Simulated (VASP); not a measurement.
**GaGe3: single point with PBE**

The system is GaGe3.

```
Ge Ga
1.0
     5.94487    0.00000    0.00000
    -2.97243    5.14841    0.00000
     0.00000    0.00000    5.00116
Ge Ga
6 2
Direct
  0.16356 0.32712 0.25000
  0.16356 0.83644 0.25000
  0.67288 0.83644 0.25000
  0.83644 0.67288 0.75000
  0.83644 0.16356 0.75000
  0.32712 0.16356 0.75000
  0.33333 0.66667 0.75000
  0.66667 0.33333 0.25000
```

```
Program             : VASP 6.6.1
Task                : single point
Functional          : PBE
Potentials or basis : VASP PAW PBE potentials, release 64 (Ge_d, Ga_d)
Cutoff              : 520 eV
k mesh              : 5 × 5 × 5
Occupations         : fermi-dirac, width 0.05 eV
Spin                : no spin polarisation
```

```yaml
Pressure: 0.4 GPa
Largest_force: 0.209 eV/Å
Band_gap_on_the_k_mesh: zero (bands 55 and 56 overlap by 1.22 eV)
```

Forces in eV/Å, atoms in the order of the input:
```
Ge   0.000  0.209  0.000
Ge   0.181 -0.104  0.000
Ge  -0.181 -0.104  0.000
Ge   0.000 -0.209  0.000
Ge  -0.181  0.104  0.000
Ge   0.181  0.104  0.000
Ga   0.000  0.000  0.000
Ga   0.000  0.000  0.000
```

Levels at points of the mesh, in eV from the Fermi level:
| k point | band 52 | band 53 | band 54 | band 55 | band 56 | band 57 | band 58 | band 59 |
| --- | --- | --- | --- | --- | --- | --- | --- | --- |
| (0.00, 0.00, 0.00) | -1.45 | -1.26 | -1.26 | -0.94 | -0.83 | -0.83 | 0.52 | 1.70 |

Wall time 77 s on 1 thread of Intel(R) Xeon(R) 6975P-C (Granite Rapids), on a shared host, peak memory 0.34 GiB.
